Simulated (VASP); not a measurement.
A run of VASP 6.6.1:

File INCAR:

```
SYSTEM = TiAgHg2
ALGO = Normal
EDIFF = 1E-6
ENCUT = 520
GGA = PS
ISIF = 2
ISMEAR = -1
LASPH = .True.
LCHARG = .True.
LELF = .True.
LREAL = .False.
LVHAR = .True.
LWAVE = .False.
NBANDS = 32
NELM = 100
PREC = Accurate
SIGMA = 0.1
```

File KPOINTS:

```
k-points
0
Gamma
  6 6 6
  0 0 0
```

POSCAR

```
TiAgHg2
1.0
    4.0796474258      0.0000000000      0.0000000000
    0.0000000000      4.0796474258      0.0000000000
    0.0000000000      0.0000000000      3.9911731443
Ti Ag Hg
1 1 2
Direct
    0.5000000000      0.5000000000      0.0000000000
    0.0000000000      0.0000000000      0.0000000000
    0.0000000000      0.5000000000      0.5000000000
    0.5000000000      0.0000000000      0.5000000000
```

Potentials or basis: VASP PAW PBE potentials, release 64 (Ti_sv, Ag, Hg).

Launch:

```bash
$ cat potpaw_PBE.64/Ti_sv/POTCAR potpaw_PBE.64/Ag/POTCAR potpaw_PBE.64/Hg/POTCAR > POTCAR
$ mpirun -np 1 vasp_std > vasp.out
```

Hardware: 1 thread of Intel Xeon 8259CL (shared host).

Estimate the wall time of this run.

Wall time 77 s on 1 thread of Intel Xeon 8259CL (shared host), peak memory 0.23 GiB. Counts: scf iterations 13, k points 40.
